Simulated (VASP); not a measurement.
MnSi3, 16 atoms in the cell. The structure is tetragonal, space group P4_2/mnm (No. 136). The conventional cell has a = 5.856 Å, b = 5.856 Å, c = 6.694 Å, α = 90.00°, β = 90.00°, γ = 90.00°. Within 2.9 Å of Mn (site symmetry m2m) lie 8 Si at 2.18 to 2.45 Å and 1 Mn at 2.77 Å. Within 2.9 Å of Si (site symmetry 2/m) lie 2 Mn at 2.18 Å and 8 Si at 2.80 to 2.83 Å. Si (site symmetry m) has 11 Si at 2.32 to 3.39 Å and 3 Mn at 2.33 to 2.45 Å within 3.4 Å. 

| Item | Value |
| --- | --- |
| Program | VASP 6.6.1 |
| Task | single point |
| Functional | PBE |
| Potentials or basis | VASP PAW PBE potentials, release 64 (Mn_pv, Si) |
| Cutoff | 500 eV |
| k mesh | 3 × 3 × 3 |
| Occupations | gaussian, width 0.2 eV |
| Spin | collinear spin, ferromagnetic start |
| Starting moments | [4.0, 4.0, 4.0, 4.0, 0.0, 0.0, 0.0, 0.0, 0.0, 0.0, 0.0, 0.0, 0.0, 0.0, 0.0, 0.0] μB |
| Dipole correction | no |
| Further INCAR settings | ALGO = Normal; EDIFF = 1e-06; NBANDS = 68 |

Potentials or basis: VASP PAW PBE potentials, release 64 (Mn_pv, Si).

Command:

```sh
$ cat potpaw_PBE.64/Mn_pv/POTCAR potpaw_PBE.64/Si/POTCAR > POTCAR
$ mpirun -np 1 vasp_std > vasp.out
```

Hardware: 1 thread of Oxide Virtual Turin-like Processor, with other jobs on the host.

Estimate the wall time of this run.

Wall time 4.7 min on 1 thread of Oxide Virtual Turin-like Processor, on a shared host, peak memory 0.43 GiB. Counts: scf iterations 16, k points 6.
